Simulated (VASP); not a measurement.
# Al2O3 (P-3m1) in VASP: single point with PBEsol

Aim: the single point of Al2O3 with PBEsol.

Everything below comes from runs of VASP 6.6.1. Logs are shortened: lines on timing, memory, paths and dates and some standing lists are left out, and cuts for length are marked.

## 1. The cell of the first run

Symmetry: P-3m1, No. 164, trigonal system. The conventional cell has a = 3.185 Å, b = 3.185 Å, c = 6.797 Å, α = 90.00°, β = 90.00°, γ = 120.00°. Al (site symmetry 3m) has 4 O at 1.51 to 1.91 Å within 2.0 Å. Within 2.5 Å of O (site symmetry 3m) lie 3 Al at 1.91 Å. Within 2.0 Å of O (site symmetry -3m) lie 2 Al at 1.51 Å.

## 2. Single point, PBEsol

INCAR

```
ALGO = Normal ; EDIFF = 1E-6
ENCUT = 520 ; GGA = PS
ISIF = 2 ; ISMEAR = 0
LASPH = T ; LCHARG = F
LREAL = F ; LWAVE = F
NBANDS = 20 ; NELM = 60
PREC = Accurate ; SIGMA = 0.05
```

KPOINTS

```
k-points
0
Gamma
  12 12 4
```

POSCAR

```
Al2O3
1.0
    3.1854573241      0.0000000000      0.0000000000
   -1.5927286620      2.7586869653      0.0000000000
    0.0000000000      0.0000000000      6.7968505109
Al O
2 3
Direct
    0.0000000000      0.0000000000      0.2779510000
    0.0000000000      0.0000000000      0.7220490000
    0.3333333333      0.6666666667      0.1994540000
    0.6666666667      0.3333333333      0.8005460000
    0.0000000000      0.0000000000      0.5000000000
```

Potentials or basis: VASP PAW PBE potentials, release 64 (Al, O).

Started as:

```console
cat potpaw_PBE.64/Al/POTCAR potpaw_PBE.64/O/POTCAR > POTCAR
mpirun -np 1 vasp_std > vasp.out
```

OUTCAR:

```text
EDIFF = 1E-6
   ENCUT = 520
   GGA = PS
   ISIF = 2
   ISMEAR = 0
   LASPH = T
   LREAL = F
   NELM = 60
   PREC = Accurate

 ion  position               nearest neighbor table
   1  0.000  0.000  0.278-   5 1.51   3 1.91   3 1.91   3 1.91   2 3.02
   2  0.000  0.000  0.722-   5 1.51   4 1.91   4 1.91   4 1.91   1 3.02
   3  0.333  0.667  0.199-   1 1.91   1 1.91   1 1.91
   4  0.667  0.333  0.801-   2 1.91   2 1.91   2 1.91
   5  0.000  0.000  0.500-   1 1.51   2 1.51

  LATTYP: Found a hexagonal cell.
 ALAT       =     3.1854573241
 C/A-ratio  =     2.1337126256

  Lattice vectors:

 A1 = (   3.1854573241,   0.0000000000,   0.0000000000)
 A2 = (  -1.5927286620,   2.7586869653,   0.0000000000)
 A3 = (   0.0000000000,   0.0000000000,   6.7968505109)

Analysis of symmetry for initial positions (statically):
=====================================================================
 Subroutine PRICEL returns:
 Original cell was already a primitive cell.

 Routine SETGRP: Setting up the symmetry group for a
 hexagonal supercell.

 Subroutine GETGRP returns: Found 12 space group operations
 (whereof 12 operations were pure point group operations)
 out of a pool of 24 trial point group operations.

The static configuration has the point symmetry D_3d.

Analysis of symmetry for dynamics (positions and initial velocities):
=====================================================================
 Subroutine PRICEL returns:
 Original cell was already a primitive cell.

 Routine SETGRP: Setting up the symmetry group for a
 hexagonal supercell.

 Subroutine GETGRP returns: Found 12 space group operations
 (whereof 12 operations were pure point group operations)
 out of a pool of 24 trial point group operations.

The dynamic configuration has the point symmetry D_3d.

 Subroutine INISYM returns: Found 12 space group operations
 (whereof 12 operations are pure point group operations),
 and found     1 'primitive' translations

----------------------------------------------------------------------------------------

                                     Primitive cell

  volume of cell :      59.7285

  direct lattice vectors                    reciprocal lattice vectors
     3.185457324  0.000000000  0.000000000     0.313926667  0.181245646  0.000000000
[... 86 lines left out ...]
   ISPIN  =      1    spin polarized calculation?
   LNONCOLLINEAR =      F non collinear calculations
   LSORBIT =      F    spin-orbit coupling
   LASPH  =      T    aspherical Exc in radial PAW
   ENCUT  =  520.0 eV  38.22 Ry    6.18 a.u.   5.92  5.92 12.64*2*pi/ulx,y,z
   NELM   =     60;   NELMIN=  2; NELMDL= -5     # of ELM steps
   EDIFF  = 0.1E-05   stopping-criterion for ELM
   LREAL  =      F    real-space projection
   EDIFFG = 0.1E-04   stopping-criterion for IOM
   NSW    =      0    number of steps for IOM
   IBRION =     -1    ionic relax: 0-MD 1-quasi-New 2-CG
   NFREE  =      0    steps in history (QN), initial steepest desc. (CG)
   ISIF   =      2    stress and relaxation
   ISYM   =      2    0-nonsym 1-usesym 2-fastsym
   POTIM  = 0.5000    time-step for ionic-motion
   TEBEG  =    0.0;   TEEND  =   0.0 temperature during run
   PSTRESS=    0.0 pullay stress
   NELECT =      24.0000    total number of electrons
   NUPDOWN=      -1.0000    fix difference up-down
   EMIN   =  10.00;   EMAX   =-10.00  energy-range for DOS
   EFERMI =   0.00;   METHOD = LEGACY
   ISMEAR =     0;   SIGMA  =   0.05  broadening in eV -4-tet -1-fermi 0-gaus
   EFERMI_NEDOS =   21; number of points for ismear=-14 and -15
   IALGO  =     38    algorithm
   IMIX   =      4    mixing-type and parameters
     AMIX     =   0.40;   BMIX     =  1.00
     AMIX_MAG =   1.60;   BMIX_MAG =  1.00
  volume/ion in A,a.u.               =      11.95        80.61
  Fermi-wavevector in a.u.,A,eV,Ry     =   1.208049  2.282882 19.856107  1.459383
  Thomas-Fermi vector in A             =   2.343669
   LORBIT       =      0    0 simple, 1 ext, 2 COOP (PROOUT), +10 PAW based schemes
   GGA     = PS    functional components
   LHFCALC =     F    Hartree Fock is set to
   AEXX    =    0.0000 exact exchange contribution
   IVDW    =     0    specifies the selected vdW correction
   LEPSILON=     F    determine dielectric tensor
   LRPA    =     F    only Hartree local field effects (RPA)
 non-spin polarized calculation
 Gauss-broadening in eV      SIGMA  =   0.05
  energy-cutoff  :      520.00
  volume of cell :       59.73
 maximum number of plane-waves:      1626
   NGX = 11   NGY = 11   NGZ = 25

 number of electron      23.9999995 magnetization

 Free energy of the ion-electron system (eV)
  ---------------------------------------------------
  ext. energy  EPLUGINS =         0.00000000
  ---------------------------------------------------
  free energy    TOTEN  =       -35.97090112 eV

  energy without entropy =      -35.97090112  energy(sigma->0) =      -35.97090112

 E-fermi :   2.6798     XC(G=0):  -9.9836

 val. band max:        2.4194955221   @ k =   0.3333   0.0833   0.2500
 cond. band min:       5.6115361587   @ k =   0.0000   0.0000   0.0000
 fundamental gap:      3.1920406365
 Fermi energy:         2.6797712813

 k-point     1 :       0.0000    0.0000    0.0000
  band No.  band energies     occupation
      1     -15.2953      2.00000
      2     -14.4925      2.00000
      3     -13.8102      2.00000
      4      -2.2930      2.00000
      5       0.0063      2.00000
      6       0.5035      2.00000
[... 541 lines left out ...]
     19      15.2771      0.00000
     20      16.0972      0.00000

 [... further k-points ...]
[... 5 lines left out ...]
  --------------------------------------------------------------------------------------
  -------------------------------------------------------------------------------------
  Total       -7.9829649     -7.9829649     25.8700787     -0.0000000      0.0000000      0.0000000
  in kB     -214.1375694   -214.1375694    693.9471554     -0.0000000      0.0000000      0.0000000
  external PRESSURE =      88.5573389 kB  Pullay stress =       0.0000000 kB

 VOLUME and BASIS-vectors are now :
 -----------------------------------------------------------------------------
  energy-cutoff  :      520.00
  volume of cell :       59.73
      direct lattice vectors                 reciprocal lattice vectors
     3.185457324  0.000000000  0.000000000     0.313926667  0.181245646  0.000000000
    -1.592728662  2.758686965  0.000000000     0.000000000  0.362491291  0.000000000
     0.000000000  0.000000000  6.796850511     0.000000000  0.000000000  0.147126967

 POSITION                                       TOTAL-FORCE (eV/Angst)
 -----------------------------------------------------------------------------------
      0.00000      0.00000      1.88919         0.000000     -0.000000     -8.465157
      0.00000      0.00000      4.90766        -0.000000      0.000000      8.465157
     -0.00000      1.83912      1.35566        -0.000000      0.000000      0.109856
      1.59273      0.91956      5.44119        -0.000000     -0.000000     -0.109856
      0.00000      0.00000      3.39843        -0.000000      0.000000      0.000000
 -----------------------------------------------------------------------------------
    total drift:                                0.000000      0.000000     -0.000000

  FREE ENERGIE OF THE ION-ELECTRON SYSTEM (eV)
  ---------------------------------------------------
  free  energy   TOTEN  =       -35.9709011209 eV

  energy  without entropy=      -35.9709011209  energy(sigma->0) =      -35.97090112
```

Wall time 56 s (1 thread of Intel Xeon Platinum 8375C at 2.90GHz (Ice Lake), shared host); peak memory 0.21 GiB.

What came out:

- Free energy: -35.9709 eV
- Pressure: 8.9 GPa
- Largest force: 8.465 eV/Å
- Band gap on the k mesh: 3.19 eV, indirect (least direct gap 3.56 eV)

Forces on the atoms (eV/Å):
```
Al   0.000  0.000 -8.465
Al   0.000  0.000  8.465
O    0.000  0.000  0.110
O    0.000  0.000 -0.110
O    0.000  0.000  0.000
```

Levels at points of the mesh, in eV from the valence-band top:
```csv
k point,band 8,band 9,band 10,band 11,band 12,band 13,band 14,band 15,band 16,band 17
"(0.00, 0.00, 0.00)",-1.89,-1.89,-0.41,-0.41,-0.37,3.19,5.35,8.53,12.33,12.33
"(0.50, 0.00, 0.00)",-2.65,-2.32,-0.93,-0.60,-0.21,5.68,7.57,8.73,10.62,10.91
"(0.00, 0.00, 0.50)",-1.84,-1.71,-1.18,-0.42,-0.42,4.02,4.63,9.18,10.46,12.08
"(0.50, 0.00, 0.50)",-2.54,-2.48,-1.27,-0.56,-0.02,6.41,6.56,9.35,9.46,11.39
```

Caveat: the PAW data sets were made with another functional, which shifts forces and pressure a little. A k mesh can miss the band edges.
